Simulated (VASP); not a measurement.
# AlN (P6_3/mmc) in VASP: further runs

AlN is run at these levels: PBE, r2SCAN; tasks: single point.

All numbers are computed with VASP 6.6.1; they aren't measurements. Logs are shortened: lines on timing, memory, paths and dates and some standing lists are left out, and cuts for length are marked.

## 1. The cell of the first run

The structure is hexagonal, space group P6_3/mmc (No. 194). Conventional cell: a = 3.191 Å, b = 3.191 Å, c = 4.010 Å, α = 90.00°, β = 90.00°, γ = 120.00°. Within 2.4 Å of Al (site symmetry -6m2) lie 5 N at 1.84 to 2.00 Å. N (site symmetry -6m2) has 5 Al at 1.84 to 2.00 Å within 2.4 Å.

## 2. Single point, PBE (strain -3.1%)

Contents of INCAR:

```
SYSTEM = AlN
ALGO = Normal
EDIFF = 1E-6
ENCUT = 520
GGA = PE
ISIF = 2
ISMEAR = -1
LASPH = .TRUE.
LCHARG = .FALSE.
LREAL = .FALSE.
LWAVE = .FALSE.
NBANDS = 16
NELM = 80
PREC = Accurate
SIGMA = 0.02
```

Contents of KPOINTS:

```
k-points
0
G
  12 12 6
  0 0 0
```

Contents of POSCAR:

```
AlN
1.0
    3.1909425066      0.0000000000      0.0000000000
   -1.5954712533      2.7634372728      0.0000000000
    0.0000000000      0.0000000000      4.0095402850
Al N
2 2
Direct
    0.3333333333      0.6666666667      0.2500000000
    0.6666666667      0.3333333333      0.7500000000
    0.6666666667      0.3333333333      0.2500000000
    0.3333333333      0.6666666667      0.7500000000
```

Potentials or basis: VASP PAW PBE potentials, release 64 (Al, N).

The run is started by

```
$ cat potpaw_PBE.64/Al/POTCAR potpaw_PBE.64/N/POTCAR > POTCAR
$ mpirun -np 1 vasp_std > vasp.out
```

OUTCAR:

```text
SYSTEM = AlN
   EDIFF = 1E-6
   ENCUT = 520
   GGA = PE
   ISIF = 2
   ISMEAR = -1
   LASPH = .TRUE.
   LREAL = .FALSE.
   NELM = 80
   PREC = Accurate

 ion  position               nearest neighbor table
   1  0.333  0.667  0.250-   3 1.84   3 1.84   3 1.84   4 2.00   4 2.00   2 2.72   2 2.72   2 2.72
                             2 2.72   2 2.72   2 2.72
   2  0.667  0.333  0.750-   4 1.84   4 1.84   4 1.84   3 2.00   3 2.00   1 2.72   1 2.72   1 2.72
                             1 2.72   1 2.72   1 2.72
   3  0.667  0.333  0.250-   1 1.84   1 1.84   1 1.84   2 2.00   2 2.00
   4  0.333  0.667  0.750-   2 1.84   2 1.84   2 1.84   1 2.00   1 2.00

  LATTYP: Found a hexagonal cell.
 ALAT       =     3.1909425066
 C/A-ratio  =     1.2565379278

  Lattice vectors:

 A1 = (   3.1909425066,   0.0000000000,   0.0000000000)
 A2 = (  -1.5954712533,   2.7634372728,   0.0000000000)
 A3 = (   0.0000000000,   0.0000000000,   4.0095402850)

Analysis of symmetry for initial positions (statically):
=====================================================================
 Subroutine PRICEL returns:
 Original cell was already a primitive cell.

 Routine SETGRP: Setting up the symmetry group for a
 hexagonal supercell.

 Subroutine GETGRP returns: Found 24 space group operations
 (whereof 12 operations were pure point group operations)
 out of a pool of 24 trial point group operations.

The static configuration has the point symmetry D_3d.
 The point group associated with its full space group is D_6h.

Analysis of symmetry for dynamics (positions and initial velocities):
=====================================================================
 Subroutine PRICEL returns:
 Original cell was already a primitive cell.

 Routine SETGRP: Setting up the symmetry group for a
 hexagonal supercell.

 Subroutine GETGRP returns: Found 24 space group operations
 (whereof 12 operations were pure point group operations)
 out of a pool of 24 trial point group operations.

The dynamic configuration has the point symmetry D_3d.
 The point group associated with its full space group is D_6h.

 Subroutine INISYM returns: Found 24 space group operations
 (whereof 12 operations are pure point group operations),
 and found     1 'primitive' translations

----------------------------------------------------------------------------------------

                                     Primitive cell

  volume of cell :      35.3560

  direct lattice vectors                    reciprocal lattice vectors
     3.190942507  0.000000000  0.000000000     0.313387032  0.180934087  0.000000000
    -1.595471253  2.763437273  0.000000000     0.000000000  0.361868174  0.000000000
     0.000000000  0.000000000  4.009540285     0.000000000  0.000000000  0.249405151

  length of vectors
     3.190942507  3.190942507  4.009540285     0.361868174  0.361868174  0.249405151

  position of ions in fractional coordinates (direct lattice)
     0.333333333  0.666666667  0.250000000
     0.666666667  0.333333333  0.750000000
     0.666666667  0.333333333  0.250000000
     0.333333333  0.666666667  0.750000000

  ion indices of the primitive-cell ions
   primitive index   ion index
                 1           1
                 2           2
                 3           3
                 4           4

----------------------------------------------------------------------------------------

 KPOINTS: k-points

Automatic generation of k-mesh.
 Grid dimensions read from file:
 generate k-points for:   12   12    6

 Generating k-lattice:

  Cartesian coordinates                     Fractional coordinates (reciprocal lattice)
     0.026115586  0.015077841  0.000000000     0.083333333  0.000000000  0.000000000
     0.000000000  0.030155681  0.000000000     0.000000000  0.083333333  0.000000000
     0.000000000  0.000000000  0.041567525     0.000000000  0.000000000  0.166666667

  Length of vectors
     0.030155681  0.030155681  0.041567525

  Shift w.r.t. Gamma in fractional coordinates (k-lattice)
     0.000000000  0.000000000  0.000000000

 Subroutine IBZKPT returns following result:
 ===========================================

 Found     76 irreducible k-points:

 Following reciprocal coordinates:
            Coordinates               Weight
  0.000000  0.000000  0.000000      1.000000
  0.083333  0.000000  0.000000      6.000000
  0.166667  0.000000  0.000000      6.000000
  0.250000  0.000000  0.000000      6.000000
  0.333333  0.000000  0.000000      6.000000
  0.416667  0.000000  0.000000      6.000000
[... 16 lines left out ...]
  0.250000  0.000000  0.166667     12.000000
  0.333333  0.000000  0.166667     12.000000
 [... further k-points ...]
   k-points           NKPTS =     76   k-points in BZ     NKDIM =     76   number of bands    NBANDS=     16
   number of dos      NEDOS =    301   number of ions     NIONS =      4
   total plane-waves  NPLWV =  17280
   dimension x,y,z NGX =    24 NGY =   24 NGZ =   30
   dimension x,y,z NGXF=    48 NGYF=   48 NGZF=   60
   ions per type =               2   2
   NGX,Y,Z   is equivalent  to a cutoff of  12.50, 12.50, 12.44 a.u.
   NGXF,Y,Z  is equivalent  to a cutoff of  25.01, 25.01, 24.88 a.u.
 SYSTEM =  AlN
   PREC   = accura    normal or accurate (medium, high low for compatibility)
   ISTART =      0    job   : 0-new  1-cont  2-samecut
   ICHARG =      2    charge: 1-file 2-atom 10-const
   ISPIN  =      1    spin polarized calculation?
   LNONCOLLINEAR =      F non collinear calculations
   LSORBIT =      F    spin-orbit coupling
   LASPH  =      T    aspherical Exc in radial PAW
   ENCUT  =  520.0 eV  38.22 Ry    6.18 a.u.   5.93  5.93  7.46*2*pi/ulx,y,z
   NELM   =     80;   NELMIN=  2; NELMDL= -5     # of ELM steps
   EDIFF  = 0.1E-05   stopping-criterion for ELM
   LREAL  =      F    real-space projection
[... 7 lines left out ...]
   TEBEG  =    0.0;   TEEND  =   0.0 temperature during run
   PSTRESS=    0.0 pullay stress
   NELECT =      16.0000    total number of electrons
   NUPDOWN=      -1.0000    fix difference up-down
   EMIN   =  10.00;   EMAX   =-10.00  energy-range for DOS
   EFERMI =   0.00;   METHOD = LEGACY
   ISMEAR =    -1;   SIGMA  =   0.02  broadening in eV -4-tet -1-fermi 0-gaus
   EFERMI_NEDOS =   21; number of points for ismear=-14 and -15
   IALGO  =     38    algorithm
   IMIX   =      4    mixing-type and parameters
     AMIX     =   0.40;   BMIX     =  1.00
     AMIX_MAG =   1.60;   BMIX_MAG =  1.00
  volume/ion in A,a.u.               =       8.84        59.65
  Fermi-wavevector in a.u.,A,eV,Ry     =   1.256880  2.375159 21.493763  1.579747
  Thomas-Fermi vector in A             =   2.390566
   LORBIT       =      0    0 simple, 1 ext, 2 COOP (PROOUT), +10 PAW based schemes
   GGA     = PE    functional components
   LHFCALC =     F    Hartree Fock is set to
   AEXX    =    0.0000 exact exchange contribution
   IVDW    =     0    specifies the selected vdW correction
   LEPSILON=     F    determine dielectric tensor
   LRPA    =     F    only Hartree local field effects (RPA)
 non-spin polarized calculation
  energy-cutoff  :      520.00
  volume of cell :       35.36
 maximum number of plane-waves:       964
 NGX is ok and might be reduce to    24
   NGX = 11   NGY = 11   NGZ = 15

 number of electron      16.0000004 magnetization

 Free energy of the ion-electron system (eV)
  ---------------------------------------------------
  ext. energy  EPLUGINS =         0.00000000
  ---------------------------------------------------
  free energy    TOTEN  =       -28.93369483 eV

  energy without entropy =      -28.93369483  energy(sigma->0) =      -28.93369483

 E-fermi :   9.7697     XC(G=0): -11.6927

 val. band max:        9.3244801080   @ k =   0.0000   0.0000   0.0000
 cond. band min:      13.4824093783   @ k =   0.0000   0.0000   0.0000
 fundamental gap:      4.1579292703
 Fermi energy:         9.7696811362

 k-point     1 :       0.0000    0.0000    0.0000
  band No.  band energies     occupation
      1      -8.4078      2.00000
      2      -4.1450      2.00000
      3       1.7443      2.00000
      4       5.7007      2.00000
      5       5.7007      2.00000
      6       7.5072      2.00000
[... 8 lines left out ...]
     15      21.6564      0.00000
     16      21.6564      0.00000

 k-point     2 :       0.0833    0.0000    0.0000
  band No.  band energies     occupation
      1      -8.3183      2.00000
      2      -4.1428      2.00000
      3       1.8366      2.00000
      4       5.3978      2.00000
      5       5.5700      2.00000
      6       7.2260      2.00000
[... 8 lines left out ...]
     15      21.3426      0.00000
     16      21.8201      0.00000

 k-point     3 :       0.1667    0.0000    0.0000
  band No.  band energies     occupation
      1      -8.0557      2.00000
      2      -4.1538      2.00000
      3       2.1096      2.00000
      4       4.6419      2.00000
      5       5.2661      2.00000
      6       6.6054      2.00000
[... 8 lines left out ...]
     15      20.7898      0.00000
     16      22.4080      0.00000

 k-point     4 :       0.2500    0.0000    0.0000
  band No.  band energies     occupation
      1      -7.6396      2.00000
      2      -4.2274      2.00000
      3       2.5495      2.00000
      4       3.7515      2.00000
      5       4.9268      2.00000
      6       5.9367      2.00000
[... 8 lines left out ...]
     15      20.3640      0.00000
     16      22.9017      0.00000
[... 324 lines left out ...]
 k-point    22 :       0.1667    0.0000    0.1667
  band No.  band energies     occupation
      1      -7.8708      2.00000
      2      -4.5637      2.00000
      3       2.4317      2.00000
      4       4.9595      2.00000
      5       5.3972      2.00000
      6       6.2183      2.00000
[... 8 lines left out ...]
     15      21.4181      0.00000
     16      22.5076      0.00000

 k-point    23 :       0.2500    0.0000    0.1667
  band No.  band energies     occupation
      1      -7.4638      2.00000
      2      -4.5343      2.00000
      3       2.3867      2.00000
      4       4.3765      2.00000
      5       5.0716      2.00000
      6       5.4760      2.00000
[... 8 lines left out ...]
     15      21.0950      0.00000
     16      22.8744      0.00000

 k-point    24 :       0.3333    0.0000    0.1667
  band No.  band energies     occupation
      1      -6.9507      2.00000
      2      -4.6048      2.00000
      3       2.1484      2.00000
      4       4.0507      2.00000
      5       4.7945      2.00000
      6       4.9578      2.00000
[... 8 lines left out ...]
     15      21.8385      0.00000
     16      23.2842      0.00000

 [... further k-points ...]
[... 5 lines left out ...]
  --------------------------------------------------------------------------------------
  -------------------------------------------------------------------------------------
  Total        7.0548254      7.0548254      6.2006937      0.0000000      0.0000000      0.0000000
  in kB      319.6934055    319.6934055    280.9879456      0.0000000      0.0000000      0.0000000
  external PRESSURE =     306.7915855 kB  Pullay stress =       0.0000000 kB

 VOLUME and BASIS-vectors are now :
 -----------------------------------------------------------------------------
  energy-cutoff  :      520.00
  volume of cell :       35.36
      direct lattice vectors                 reciprocal lattice vectors
     3.190942507  0.000000000  0.000000000     0.313387032  0.180934087  0.000000000
    -1.595471253  2.763437273  0.000000000     0.000000000  0.361868174  0.000000000
     0.000000000  0.000000000  4.009540285     0.000000000  0.000000000  0.249405151

 POSITION                                       TOTAL-FORCE (eV/Angst)
 -----------------------------------------------------------------------------------
     -0.00000      1.84229      1.00239        -0.000000      0.000000      0.000000
      1.59547      0.92115      3.00716        -0.000000     -0.000000      0.000000
      1.59547      0.92115      1.00239         0.000000      0.000000      0.000000
     -0.00000      1.84229      3.00716         0.000000      0.000000      0.000000
 -----------------------------------------------------------------------------------
    total drift:                               -0.000000      0.000000      0.000000

  FREE ENERGIE OF THE ION-ELECTRON SYSTEM (eV)
  ---------------------------------------------------
  free  energy   TOTEN  =       -28.9336948273 eV

  energy  without entropy=      -28.9336948273  energy(sigma->0) =      -28.93369483
```

Run time: 16 s. Hardware: 1 thread of AMD EPYC 9R45 (Zen 5), shared host; peak memory 0.13 GiB.

Results:

```
Free energy            : -28.9337 eV
Pressure               : 30.7 GPa
Band gap on the k mesh : 4.16 eV, direct
```

Stress tensor (GPa, compression positive):
```
31.97  0.00  0.00
 0.00 31.97  0.00
 0.00  0.00 28.10
```

Caveat: the cell differs from its parent crystal (strain -3.1%). A k mesh can miss the band edges.

## 3. Single point, r2SCAN (strain -3.1%)

POSCAR is that of step 2.

Contents of INCAR.step1:

```
ALGO = Normal
EDIFF = 1E-4
ENCUT = 520
GGA = PE
ISMEAR = 0
LASPH = True
LCHARG = False
LREAL = False
LWAVE = True
NBANDS = 16
NELM = 100
PREC = Accurate
SIGMA = 0.01
```

Contents of INCAR.step2:

```
ALGO = Normal
EDIFF = 1E-7
ENCUT = 520
ISIF = 2
ISMEAR = 0
ISTART = 1
LASPH = True
LCHARG = True
LELF = True
LMIXTAU = True
LREAL = False
LVHAR = True
LWAVE = False
METAGGA = R2SCAN
NBANDS = 16
NELM = 100
PREC = Accurate
SIGMA = 0.01
```

Contents of KPOINTS:

```
k-points
0
Gamma
  12 12 6
```

Potentials or basis: VASP PAW PBE potentials, release 64 (Al, N).

The run is started by

```
$ cat potpaw_PBE.64/Al/POTCAR potpaw_PBE.64/N/POTCAR > POTCAR
$ cp INCAR.step1 INCAR
$ mpirun -np 1 vasp_std > vasp.out
$ cp INCAR.step2 INCAR
$ mpirun -np 1 vasp_std > vasp.out
```

OUTCAR:

```text
EDIFF = 1E-7
   ENCUT = 520
   ISIF = 2
   ISMEAR = 0
   ISTART = 1
   LASPH = True
   LREAL = False
   METAGGA = R2SCAN
   NELM = 100
   PREC = Accurate

 ion  position               nearest neighbor table
   1  0.333  0.667  0.250-   3 1.84   3 1.84   3 1.84   4 2.00   4 2.00   2 2.72   2 2.72   2 2.72
                             2 2.72   2 2.72   2 2.72
   2  0.667  0.333  0.750-   4 1.84   4 1.84   4 1.84   3 2.00   3 2.00   1 2.72   1 2.72   1 2.72
                             1 2.72   1 2.72   1 2.72
   3  0.667  0.333  0.250-   1 1.84   1 1.84   1 1.84   2 2.00   2 2.00
[... 656 lines left out ...]
 [... further k-points ...]
[... 5 lines left out ...]
  --------------------------------------------------------------------------------------
  -------------------------------------------------------------------------------------
  Total        5.8657750      5.8657750      4.8187458      0.0000000      0.0000000      0.0000000
  in kB      265.8109160    265.8109161    218.3641959      0.0000000      0.0000000      0.0000000
  external PRESSURE =     249.9953426 kB  Pullay stress =       0.0000000 kB

 VOLUME and BASIS-vectors are now :
 -----------------------------------------------------------------------------
  energy-cutoff  :      520.00
  volume of cell :       35.36
      direct lattice vectors                 reciprocal lattice vectors
     3.190942507  0.000000000  0.000000000     0.313387032  0.180934087  0.000000000
    -1.595471253  2.763437273  0.000000000     0.000000000  0.361868174  0.000000000
     0.000000000  0.000000000  4.009540285     0.000000000  0.000000000  0.249405151

 POSITION                                       TOTAL-FORCE (eV/Angst)
 -----------------------------------------------------------------------------------
     -0.00000      1.84229      1.00239         0.000000     -0.000000      0.000000
      1.59547      0.92115      3.00716        -0.000000      0.000000      0.000000
      1.59547      0.92115      1.00239        -0.000000     -0.000000      0.000000
     -0.00000      1.84229      3.00716        -0.000000     -0.000000      0.000000
 -----------------------------------------------------------------------------------
    total drift:                               -0.000000      0.000000      0.000000

  FREE ENERGIE OF THE ION-ELECTRON SYSTEM (eV)
  ---------------------------------------------------
  free  energy   TOTEN  =       -37.7626663132 eV

  energy  without entropy=      -37.7626663132  energy(sigma->0) =      -37.76266631
```

OUTCAR.step1:

```text
EDIFF = 1E-4
   ENCUT = 520
   GGA = PE
   ISMEAR = 0
[... 690 lines left out ...]
     -0.00000      1.84229      1.00239        -0.000000     -0.000000      0.000000
      1.59547      0.92115      3.00716        -0.000000      0.000000      0.000000
      1.59547      0.92115      1.00239         0.000000     -0.000000      0.000000
     -0.00000      1.84229      3.00716         0.000000      0.000000      0.000000
 -----------------------------------------------------------------------------------
    total drift:                               -0.000000      0.000000      0.000000

  FREE ENERGIE OF THE ION-ELECTRON SYSTEM (eV)
  ---------------------------------------------------
  free  energy   TOTEN  =       -28.9336951462 eV

  energy  without entropy=      -28.9336951462  energy(sigma->0) =      -28.93369515
```

It took 1.7 min on 1 thread of AMD EPYC 9R45 (Zen 5), shared host; peak memory 0.14 GiB.

Results:

```
Free energy            : -37.7627 eV
Pressure               : 25.0 GPa
Band gap on the k mesh : 4.79 eV, direct
```

Stress tensor (GPa, compression positive):
```
26.58  0.00  0.00
 0.00 26.58  0.00
 0.00  0.00 21.84
```

Caveat: the cell differs from its parent crystal (strain -3.1%); the PAW data sets were made with another functional, which shifts forces and pressure a little.
